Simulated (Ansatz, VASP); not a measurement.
# One calculation of CuO, two programs

The input POSCAR:

```
CuO
1.0
    3.2880244300      0.0000000000      0.0000000000
   -1.6440122100      2.8475126800      0.0000000000
    0.0000000000      0.0000000000      5.3850248600
Cu O
2 2
Direct
    0.6666666667      0.3333333333      0.0000000000
    0.3333333333      0.6666666667      0.5000000000
    0.6666666667      0.3333333333      0.6252000000
    0.3333333333      0.6666666667      0.1252000000
```

File INCAR.step1:

```
PREC = Accurate
ENCUT = 520
EDIFF = 1E-5
ISMEAR = -1
SIGMA = 0.05
LREAL = False
LASPH = True
NELM = 100
ALGO = Normal
ISIF = 2
LWAVE = True
GGA = PE
NBANDS = 25
LUSENCCL = False
```

INCAR.step2

```
PREC = Accurate
ENCUT = 520
EDIFF = 1E-6
ISMEAR = -1
SIGMA = 0.05
LREAL = False
LASPH = True
NELM = 100
ALGO = Normal
ISIF = 2
LWAVE = False
LCHARG = True
GGA = PE
LHFCALC = True
AEXX = 0.25
HFSCREEN = 0.2078699
PRECFOCK = Normal
LELF = True
LVHAR = True
ISTART = 1
NBANDS = 25
LUSENCCL = False
```

File KPOINTS:

```
regular mesh
0
Gamma
  5 5 3
```

The input input.yaml:

```yaml
crystal:
  lattice:
    - [3.28802443, 0.0, 0.0]
    - [-1.64401221, 2.84751268, 0.0]
    - [0.0, 0.0, 5.38502486]
  atoms:
    - { symbol: Cu, position: [0.6666666667, 0.3333333333, 0.0] }
    - { symbol: Cu, position: [0.3333333333, 0.6666666667, 0.5] }
    - { symbol: O, position: [0.6666666667, 0.3333333333, 0.6252] }
    - { symbol: O, position: [0.3333333333, 0.6666666667, 0.1252] }
hamiltonian:
  xc:
    exchange: pbe
    correlation: pbe
    exx: { coeff: 0.25, omega: 0.2078699 }
  pseudopotentials: { kind: paw }
kpoints:
  mp_grid: { grid: [5, 5, 3] }
scf:
  occupations: { method: fermi_dirac, width: 0.05 }
output:
  forces: true
  stress: true
  eigenvalues: true
```

Alike in both runs: task single point; functional PBE-based screened hybrid; k mesh 5 × 5 × 3; occupations fermi-dirac, width 0.05 eV; no spin polarisation.

|  | VASP | Ansatz |
| --- | --- | --- |
| version | VASP 6.6.1 | Ansatz 0.2.0 |
| potentials or method | VASP PAW PBE potentials, release 64 (Cu, O) | Ansatz PAW |
| plane-wave cutoff (eV) | 520 | 420 |
| valence electrons in the cell | 34 | 50 |

Ansatz gave:

- gap on the k mesh at the Fermi level (eV): none
- pressure (GPa): -12.7
- traceless stress, the component that is largest in VASP (GPa): 3.19
- rms of the force components (eV/Å): 0.052

Estimate VASP's values.

gap on the k mesh at the Fermi level (eV): none; pressure (GPa): -12.1; traceless stress, the component that is largest in VASP (GPa): 3.18; rms of the force components (eV/Å): 0.052.

VASP's potentials were made for PBE, not for PBE-based screened hybrid. Atom by atom the forces differ by 0.000 eV/Å (rms over components). A gap of «none» marks a metal or a gap that the smearing closes. VASP's potentials hold 34 valence electrons a cell and Ansatz's 50, so a difference there can come from the potentials and not from the codes.

The k mesh is coarse, so the values compare programs but aren't converged.
